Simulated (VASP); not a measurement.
# Ti6C in VASP: further runs

The runs below take Ti6C through single point, with PBE.

Everything below comes from runs of VASP 6.6.1. Logs are shortened: lines on timing, memory, paths and dates and some standing lists are left out, and cuts for length are marked.

### Step 1. The cell of the first run

The cell holds a slab with vacuum, 7 atoms: a = 4.604 Å, b = 4.604 Å, c = 19.997 Å, α = 90.00°, β = 90.00°, γ = 120.00°.

### Step 2. Single point, PBE

Contents of INCAR:

```
PREC = Accurate ; ENCUT = 520
EDIFF = 1E-7 ; ISMEAR = 0
SIGMA = 0.1 ; LREAL = False
LASPH = True ; NELM = 80
ALGO = Normal ; ISIF = 2
LWAVE = False ; LCHARG = False
LDIPOL = True ; IDIPOL = 3
DIPOL = 0.5 0.5 0.332 ; GGA = PE
NBANDS = 47
```

Contents of KPOINTS:

```
regular mesh
0
Gamma
  6 6 1
```

Contents of POSCAR:

```
Ti6C
1.0
    4.6037402166      0.0000000000      0.0000000000
   -2.3018701083      3.9869559800      0.0000000000
    0.0000000000      0.0000000000     19.9968207969
Ti C
6 1
Direct
    0.6666666666      0.3333333333      0.2000317971
    0.3333333333      0.6666666667      0.2470259940
    0.0000000000      0.0000000000      0.2940201911
    0.6666666666      0.3333333333      0.3353091166
    0.3333333333      0.6666666667      0.3717707096
    0.0000000000      0.0000000000      0.4249085834
    0.4444444444      0.8888888889      0.4514386309
```

Potentials or basis: VASP PAW PBE potentials, release 64 (Ti_sv, C).

Launch:

```
> cat potpaw_PBE.64/Ti_sv/POTCAR potpaw_PBE.64/C/POTCAR > POTCAR
> mpirun -np 1 vasp_std > vasp.out
```

OUTCAR:

```text
PREC = Accurate
   ENCUT = 520
   EDIFF = 1E-7
   ISMEAR = 0
   LREAL = False
   LASPH = True
   NELM = 80
   ISIF = 2
   GGA = PE

 ion  position               nearest neighbor table
   1  0.667  0.333  0.200-   4 2.71   2 2.82   2 2.82   2 2.82
   2  0.333  0.667  0.247-   5 2.49   1 2.82   1 2.82   1 2.82   3 2.82   3 2.82   3 2.82
   3  0.000  0.000  0.294-   6 2.62   4 2.78   4 2.78   4 2.78   2 2.82   2 2.82   2 2.82
   4  0.667  0.333  0.335-   1 2.71   5 2.76   5 2.76   5 2.76   3 2.78   3 2.78   3 2.78
   5  0.333  0.667  0.372-   7 1.82   2 2.49   4 2.76   4 2.76   4 2.76   6 2.86   6 2.86   6 2.86

   6  0.000  0.000  0.425-   7 2.40   7 2.40   3 2.62   5 2.86   5 2.86   5 2.86
   7  0.444  0.889  0.451-   5 1.82   6 2.40   6 2.40

  LATTYP: Found a hexagonal cell.
 ALAT       =     4.6037402166
 C/A-ratio  =     4.3436032131

  Lattice vectors:

 A1 = (   4.6037402166,   0.0000000000,   0.0000000000)
 A2 = (  -2.3018701083,   3.9869559800,   0.0000000000)
 A3 = (   0.0000000000,   0.0000000000,  19.9968207969)

Analysis of symmetry for initial positions (statically):
=====================================================================
 Subroutine PRICEL returns:
 Original cell was already a primitive cell.

 Routine SETGRP: Setting up the symmetry group for a
 hexagonal supercell.

 Subroutine GETGRP returns: Found  2 space group operations
 (whereof  2 operations were pure point group operations)
 out of a pool of 24 trial point group operations.

The static configuration has the point symmetry C_1h.

Analysis of symmetry for dynamics (positions and initial velocities):
=====================================================================
 Subroutine PRICEL returns:
 Original cell was already a primitive cell.

 Routine SETGRP: Setting up the symmetry group for a
 hexagonal supercell.

 Subroutine GETGRP returns: Found  2 space group operations
 (whereof  2 operations were pure point group operations)
 out of a pool of 24 trial point group operations.

The dynamic configuration has the point symmetry C_1h.

 Subroutine INISYM returns: Found  2 space group operations
 (whereof  2 operations are pure point group operations),
 and found     1 'primitive' translations

----------------------------------------------------------------------------------------

                                     Primitive cell

  volume of cell :     367.0398

  direct lattice vectors                    reciprocal lattice vectors
     4.603740217  0.000000000  0.000000000     0.217214689  0.125408959  0.000000000
    -2.301870108  3.986955980  0.000000000     0.000000000  0.250817918  0.000000000
     0.000000000  0.000000000 19.996820797     0.000000000  0.000000000  0.050007949

  length of vectors
     4.603740217  4.603740217 19.996820797     0.250817918  0.250817918  0.050007949

  position of ions in fractional coordinates (direct lattice)
     0.666666667  0.333333333  0.200031797
     0.333333333  0.666666667  0.247025994
     0.000000000  0.000000000  0.294020191
     0.666666667  0.333333333  0.335309117
     0.333333333  0.666666667  0.371770710
     0.000000000  0.000000000  0.424908583
     0.444444444  0.888888889  0.451438631

  ion indices of the primitive-cell ions
   primitive index   ion index
                 1           1
                 2           2
                 3           3
                 4           4
                 5           5
                 6           6
                 7           7

----------------------------------------------------------------------------------------

 KPOINTS: regular mesh

Automatic generation of k-mesh.
 Grid dimensions read from file:
 generate k-points for:    6    6    1

 Generating k-lattice:

  Cartesian coordinates                     Fractional coordinates (reciprocal lattice)
     0.036202448  0.020901493  0.000000000     0.166666667  0.000000000  0.000000000
     0.000000000  0.041802986  0.000000000     0.000000000  0.166666667  0.000000000
     0.000000000  0.000000000  0.050007949     0.000000000  0.000000000  1.000000000

  Length of vectors
     0.041802986  0.041802986  0.050007949

  Shift w.r.t. Gamma in fractional coordinates (k-lattice)
     0.000000000  0.000000000  0.000000000

 Subroutine IBZKPT returns following result:
 ===========================================

 Found     13 irreducible k-points:

 Following reciprocal coordinates:
            Coordinates               Weight
  0.000000  0.000000  0.000000      1.000000
  0.166667  0.000000  0.000000      4.000000
  0.000000  0.166667  0.000000      2.000000
  0.333333  0.000000  0.000000      4.000000
  0.000000  0.333333  0.000000      2.000000
  0.500000  0.000000  0.000000      2.000000
  0.000000  0.500000  0.000000      1.000000
  0.166667  0.166667  0.000000      4.000000
 -0.333333  0.166667  0.000000      2.000000
  0.333333  0.166667  0.000000      4.000000
 -0.166667  0.500000  0.000000      4.000000
  0.500000  0.333333  0.000000      4.000000
  0.333333  0.333333  0.000000      2.000000
   k-points           NKPTS =     13   k-points in BZ     NKDIM =     13   number of bands    NBANDS=     47
   number of dos      NEDOS =    301   number of ions     NIONS =      7
   total plane-waves  NPLWV = 194400
   dimension x,y,z NGX =    36 NGY =   36 NGZ =  150
   dimension x,y,z NGXF=    72 NGYF=   72 NGZF=  300
   ions per type =               6   1
   NGX,Y,Z   is equivalent  to a cutoff of  13.00, 13.00, 12.47 a.u.
   NGXF,Y,Z  is equivalent  to a cutoff of  26.00, 26.00, 24.94 a.u.
 SYSTEM =  unknown system
   PREC   = accura    normal or accurate (medium, high low for compatibility)
   ISTART =      0    job   : 0-new  1-cont  2-samecut
   ICHARG =      2    charge: 1-file 2-atom 10-const
   ISPIN  =      1    spin polarized calculation?
   LNONCOLLINEAR =      F non collinear calculations
   LSORBIT =      F    spin-orbit coupling
   LASPH  =      T    aspherical Exc in radial PAW
   ENCUT  =  520.0 eV  38.22 Ry    6.18 a.u.   8.56  8.56 37.18*2*pi/ulx,y,z
   NELM   =     80;   NELMIN=  2; NELMDL= -5     # of ELM steps
   EDIFF  = 0.1E-06   stopping-criterion for ELM
   LREAL  =      F    real-space projection
   EDIFFG = 0.1E-05   stopping-criterion for IOM
   NSW    =      0    number of steps for IOM
   IBRION =     -1    ionic relax: 0-MD 1-quasi-New 2-CG
   NFREE  =      0    steps in history (QN), initial steepest desc. (CG)
   ISIF   =      2    stress and relaxation
   ISYM   =      2    0-nonsym 1-usesym 2-fastsym
   POTIM  = 0.5000    time-step for ionic-motion
   TEBEG  =    0.0;   TEEND  =   0.0 temperature during run
   PSTRESS=    0.0 pullay stress
   NELECT =      76.0000    total number of electrons
   NUPDOWN=      -1.0000    fix difference up-down
   EMIN   =  10.00;   EMAX   =-10.00  energy-range for DOS
   EFERMI =   0.00;   METHOD = LEGACY
   ISMEAR =     0;   SIGMA  =   0.10  broadening in eV -4-tet -1-fermi 0-gaus
   EFERMI_NEDOS =   21; number of points for ismear=-14 and -15
   IALGO  =     38    algorithm
   IMIX   =      4    mixing-type and parameters
     AMIX     =   0.40;   BMIX     =  1.00
     AMIX_MAG =   1.60;   BMIX_MAG =  1.00
  volume/ion in A,a.u.               =      52.43       353.84
  Fermi-wavevector in a.u.,A,eV,Ry     =   0.968519  1.830236 12.762669  0.938030
  Thomas-Fermi vector in A             =   2.098495
   LORBIT       =      0    0 simple, 1 ext, 2 COOP (PROOUT), +10 PAW based schemes
   GGA     = PE    functional components
   LHFCALC =     F    Hartree Fock is set to
   AEXX    =    0.0000 exact exchange contribution
   IVDW    =     0    specifies the selected vdW correction
   LEPSILON=     F    determine dielectric tensor
   LRPA    =     F    only Hartree local field effects (RPA)
 non-spin polarized calculation
 Gauss-broadening in eV      SIGMA  =   0.10
  energy-cutoff  :      520.00
  volume of cell :      367.04
 maximum number of plane-waves:      9981
 NGX is ok and might be reduce to    36
   NGX = 17   NGY = 17   NGZ = 75

 dipolmoment           0.000000      0.000000     -0.264323 electrons x Angstroem

 number of electron      75.9999980 magnetization

 dipolmoment           0.000000      0.000000      0.170759 electrons x Angstroem

 Free energy of the ion-electron system (eV)
  ---------------------------------------------------
  ext. energy  EPLUGINS =         0.00000000
  ---------------------------------------------------
  free energy    TOTEN  =       -49.97110790 eV

  energy without entropy =      -49.90857564  energy(sigma->0) =      -49.93984177

 E-fermi :  -0.4613     XC(G=0):  -4.4799

 val. band max:       -0.4811685478   @ k =   0.3333   0.1667   0.0000
 cond. band min:      -0.4608808443   @ k =   0.0000   0.5000   0.0000
 fundamental gap:      0.0202877035
 Fermi energy:        -0.4613244302

 k-point     1 :       0.0000    0.0000    0.0000
  band No.  band energies     occupation
      1     -57.5884      2.00000
      2     -57.5267      2.00000
      3     -56.9912      2.00000
      4     -56.9060      2.00000
      5     -56.7937      2.00000
      6     -56.2209      2.00000
[... 39 lines left out ...]
     46       1.2767      0.00000
     47       1.3310      0.00000

 k-point     2 :       0.1667    0.0000    0.0000
  band No.  band energies     occupation
      1     -57.5881      2.00000
      2     -57.5260      2.00000
      3     -56.9856      2.00000
      4     -56.9063      2.00000
      5     -56.7991      2.00000
      6     -56.2221      2.00000
[... 39 lines left out ...]
     46       1.2486      0.00000
     47       1.3000      0.00000

 k-point     3 :       0.0000    0.1667    0.0000
  band No.  band energies     occupation
      1     -57.5881      2.00000
      2     -57.5260      2.00000
      3     -56.9856      2.00000
      4     -56.9063      2.00000
      5     -56.7991      2.00000
      6     -56.2221      2.00000
[... 489 lines left out ...]
     46       1.0773      0.00000
     47       1.2616      0.00000

 k-point    13 :       0.3333    0.3333    0.0000
  band No.  band energies     occupation
      1     -57.5870      2.00000
      2     -57.5236      2.00000
      3     -56.9653      2.00000
      4     -56.9026      2.00000
      5     -56.8232      2.00000
      6     -56.2264      2.00000
[... 39 lines left out ...]
     46       0.8132      0.00000
     47       0.9775      0.00000

------------------------ aborting loop because EDIFF is reached ----------------------------------------

 vacuum level on the upper side and lower side of the slab       (xc-potential included)         0.808        -0.837

  FORCE on cell =-STRESS in cart. coord.  units (eV):
  Direction    XX          YY          ZZ          XY          YZ          ZX
  --------------------------------------------------------------------------------------
  -------------------------------------------------------------------------------------
  Total       -7.4215783     -0.8782526      1.6250801      0.0000000      1.7347079      0.0000000
  in kB      -32.3961686     -3.8336885      7.0936892      0.0000000      7.5722289      0.0000000
  external PRESSURE =      -9.7120560 kB  Pullay stress =       0.0000000 kB

 VOLUME and BASIS-vectors are now :
 -----------------------------------------------------------------------------
  energy-cutoff  :      520.00
  volume of cell :      367.04
      direct lattice vectors                 reciprocal lattice vectors
     4.603740217  0.000000000  0.000000000     0.217214689  0.125408959  0.000000000
    -2.301870108  3.986955980  0.000000000     0.000000000  0.250817918  0.000000000
     0.000000000  0.000000000 19.996820797     0.000000000  0.000000000  0.050007949

 POSITION                                       TOTAL-FORCE (eV/Angst)
 -----------------------------------------------------------------------------------
      2.30187      1.32899      4.00000         0.000000      0.055970      0.202060
     -0.00000      2.65797      4.93973        -0.000000     -0.026910      0.454831
      0.00000      0.00000      5.87947        -0.000000      0.016927     -1.140387
      2.30187      1.32899      6.70512        -0.000000     -0.663862      0.079900
     -0.00000      2.65797      7.43423        -0.000000     -0.132071     -1.247427
      0.00000      0.00000      8.49682        -0.000000     -0.390859      1.615552
     -0.00000      3.54396      9.02734         0.000000      1.140804      0.035470
 -----------------------------------------------------------------------------------
    total drift:                                0.000002      0.000024     -0.000018

  FREE ENERGIE OF THE ION-ELECTRON SYSTEM (eV)
  ---------------------------------------------------
  free  energy   TOTEN  =       -49.9711078963 eV

  energy  without entropy=      -49.9085756366  energy(sigma->0) =      -49.93984177

 vacuum level on the upper side and lower side of the slab         4.581         2.822
```

Run time: 5.6 min. Hardware: 1 thread of Intel Xeon 6975P-C (Granite Rapids), shared host; peak memory 0.51 GiB.

What came out:

| Quantity | Value |
| --- | --- |
| Free energy | -49.9711 eV |
| Largest force | 1.662 eV/Å |
| Band gap on the k mesh | zero (band 38 reaches -0.37 eV, above the bottom of band 39 at -0.54 eV) |

Forces on the atoms (eV/Å):
```
Ti   0.000  0.056  0.202
Ti   0.000 -0.027  0.455
Ti   0.000  0.017 -1.140
Ti   0.000 -0.664  0.080
Ti   0.000 -0.132 -1.247
Ti   0.000 -0.391  1.616
C    0.000  1.141  0.035
```

### Step 3. Single point, PBE

Contents of INCAR:

```
SYSTEM = Ti6C
ALGO     = Normal         ! electronic algorithm
DIPOL    = 0.5 0.5 0.328
EDIFF    = 1E-6           ! SCF threshold, eV
ENCUT    = 520            ! plane-wave cutoff, eV
GGA      = PE             ! functional
IDIPOL   = 3            
ISIF     = 2              ! what is computed and relaxed
ISMEAR   = 0              ! smearing method
LASPH    = .True.         ! aspherical terms in the spheres
LCHARG   = .True.         ! write CHGCAR
LDIPOL   = .True.       
LELF     = .True.         ! ELF
LREAL    = .False.        ! projectors in reciprocal space
LVACPOTAV= .True.       
LVHAR    = .True.       
LWAVE    = .False.        ! write WAVECAR
NBANDS   = 47             ! bands
NELM     = 60             ! most SCF steps
PREC     = Accurate       ! precision mode
SIGMA    = 0.1            ! smearing width, eV
```

Contents of KPOINTS:

```
k-points
0
Gamma
  6 6 1
  0 0 0
```

Contents of POSCAR:

```
Ti6C
1.0
    4.6037402166      0.0000000000      0.0000000000
   -2.3018701083      3.9869559800      0.0000000000
    0.0000000000      0.0000000000     19.9968207969
Ti C
6 1
Direct
    0.6666666667      0.3333333333      0.2000317971
    0.3333333333      0.6666666666      0.2470259940
    0.0000000000      0.0000000000      0.2940201911
    0.6666666667      0.3333333333      0.3353091166
    0.3333333333      0.6666666666      0.3717707096
    0.0000000000      0.0000000000      0.4249085834
    0.8888888889      0.4444444444      0.4251363733
```

Potentials or basis: VASP PAW PBE potentials, release 64 (Ti_sv, C).

Launch:

```
> cat potpaw_PBE.64/Ti_sv/POTCAR potpaw_PBE.64/C/POTCAR > POTCAR
> mpirun -np 1 vasp_std > vasp.out
```

OUTCAR:

```text
SYSTEM = Ti6C
   EDIFF = 1E-6
   ENCUT = 520
   GGA = PE
   ISIF = 2
   ISMEAR = 0
   LASPH = .True.
   LREAL = .False.
   NELM = 60
   PREC = Accurate

 ion  position               nearest neighbor table
   1  0.667  0.333  0.200-   4 2.71   2 2.82   2 2.82   2 2.82
   2  0.333  0.667  0.247-   5 2.49   1 2.82   1 2.82   1 2.82   3 2.82   3 2.82   3 2.82
   3  0.000  0.000  0.294-   6 2.62   4 2.78   4 2.78   4 2.78   2 2.82   2 2.82   2 2.82
   4  0.667  0.333  0.335-   7 2.00   1 2.71   5 2.76   5 2.76   5 2.76   3 2.78   3 2.78   3 2.78

   5  0.333  0.667  0.372-   7 2.07   2 2.49   4 2.76   4 2.76   4 2.76   6 2.86   6 2.86   6 2.86

[... 854 lines left out ...]
  in kB      -14.0929988    -25.9269347      8.6784958     10.2484891      0.3006466      0.5207395
  external PRESSURE =     -10.4471459 kB  Pullay stress =       0.0000000 kB

 VOLUME and BASIS-vectors are now :
 -----------------------------------------------------------------------------
  energy-cutoff  :      520.00
  volume of cell :      367.04
      direct lattice vectors                 reciprocal lattice vectors
     4.603740217  0.000000000  0.000000000     0.217214689  0.125408959  0.000000000
    -2.301870108  3.986955980  0.000000000     0.000000000  0.250817918  0.000000000
     0.000000000  0.000000000 19.996820797     0.000000000  0.000000000  0.050007949

 POSITION                                       TOTAL-FORCE (eV/Angst)
 -----------------------------------------------------------------------------------
      2.30187      1.32899      4.00000         0.127440      0.073578      0.183228
     -0.00000      2.65797      4.93973        -0.178073     -0.102810     -0.063765
      0.00000      0.00000      5.87947         0.038486      0.022220     -1.365364
      2.30187      1.32899      6.70512        -0.105187     -0.060730      0.176151
     -0.00000      2.65797      7.43423         0.028220      0.016293      0.593953
      0.00000      0.00000      8.49682        -0.139087     -0.080302      0.453600
      3.06916      1.77198      8.50138         0.228201      0.131752      0.022196
 -----------------------------------------------------------------------------------
    total drift:                                0.000010      0.000009     -0.000082

  FREE ENERGIE OF THE ION-ELECTRON SYSTEM (eV)
  ---------------------------------------------------
  free  energy   TOTEN  =       -50.9002311707 eV

  energy  without entropy=      -50.8236624812  energy(sigma->0) =      -50.86194683

 vacuum level on the upper side and lower side of the slab         3.701         3.431
```

OSZICAR:

```text
N       E                     dE             d eps       ncg     rms          rms(c)
DAV:   1     0.896084647745E+03    0.89608E+03   -0.40884E+04  1526   0.155E+03
DAV:   2     0.696397979831E+02   -0.82644E+03   -0.80689E+03  1299   0.492E+02
DAV:   3    -0.434298482574E+02   -0.11307E+03   -0.11061E+03  1972   0.159E+02
DAV:   4    -0.642716318578E+02   -0.20842E+02   -0.20631E+02  1900   0.581E+01
[... 23 lines left out ...]
DAV:  28    -0.509001969523E+02   -0.39723E-04   -0.31555E-06  1173   0.629E-03    0.146E-03
DAV:  29    -0.509002229881E+02   -0.26036E-04   -0.28161E-06  1143   0.503E-03    0.105E-03
DAV:  30    -0.509002292324E+02   -0.62443E-05   -0.43659E-07   926   0.340E-03    0.428E-04
DAV:  31    -0.509002306167E+02   -0.13843E-05   -0.20038E-07   857   0.165E-03    0.287E-04
DAV:  32    -0.509002311707E+02   -0.55398E-06   -0.11894E-07   844   0.128E-03
   1 F= -.50900231E+02 E0= -.50861947E+02  d E =-.765687E-01
```

It took 5.3 min on 1 thread of Intel Xeon 6975P-C (Granite Rapids), shared host; peak memory 0.51 GiB.

What came out:

| Quantity | Value |
| --- | --- |
| Free energy | -50.9002 eV |
| Largest force | 1.366 eV/Å |
| Band gap on the k mesh | zero (band 38 reaches 0.10 eV, above the bottom of band 39 at 0.04 eV) |

Forces in eV/Å, atoms in the order of the input:
```
Ti   0.127  0.074  0.183
Ti  -0.178 -0.103 -0.064
Ti   0.038  0.022 -1.365
Ti  -0.105 -0.061  0.176
Ti   0.028  0.016  0.594
Ti  -0.139 -0.080  0.454
C    0.228  0.132  0.022
```
